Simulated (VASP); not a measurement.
HfN: single point with PBE

Crystal: HfN.

```
Hf N
1.0
     2.82503    0.00000    0.00000
     0.00000    2.82503    0.00000
     0.00000    0.00000    2.82503
Hf N
1 1
Cartesian
  1.4278 1.4016 1.3994
  -0.0400 0.0227 -0.0481
```

This cell differs from its parent crystal: atoms moved at random.

| Item | Value |
| --- | --- |
| Program | VASP 6.6.1 |
| Task | single point |
| Functional | PBE |
| Potentials or basis | VASP PAW PBE potentials, release 64 (Hf_pv, N) |
| Cutoff | 520 eV |
| k mesh | 9 × 9 × 9 |
| Occupations | fermi-dirac, width 0.05 eV |
| Spin | no spin polarisation |
| Dipole correction | no |
| Further INCAR settings | ALGO = Normal; EDIFF = 1e-06; NBANDS = 14 |

- Pressure: -2.0 GPa
- Largest force: 0.208 eV/Å

Forces in eV/Å, atoms in the order of the input:
```
Hf  -0.154  0.097 -0.101
N    0.154 -0.097  0.101
```

Stress tensor (GPa, compression positive):
```
-2.09 -0.43  0.45
-0.43 -1.98 -0.27
 0.45 -0.27 -1.99
```

Levels at points of the mesh, in eV from the Fermi level:
```tsv
k point	band 5	band 6	band 7	band 8	band 9	band 10
(0.00, 0.00, 0.00)	-2.56	-2.51	-1.12	-1.05	-0.97	3.27
```

Wall time 40 s on 1 thread of Intel(R) Xeon(R) Platinum 8488C (Sapphire Rapids) (shared host), peak memory 0.24 GiB.

Caveat: the cell differs from its parent crystal (atoms moved at random); spin-orbit coupling is left out, which moves the levels of the heavy elements.
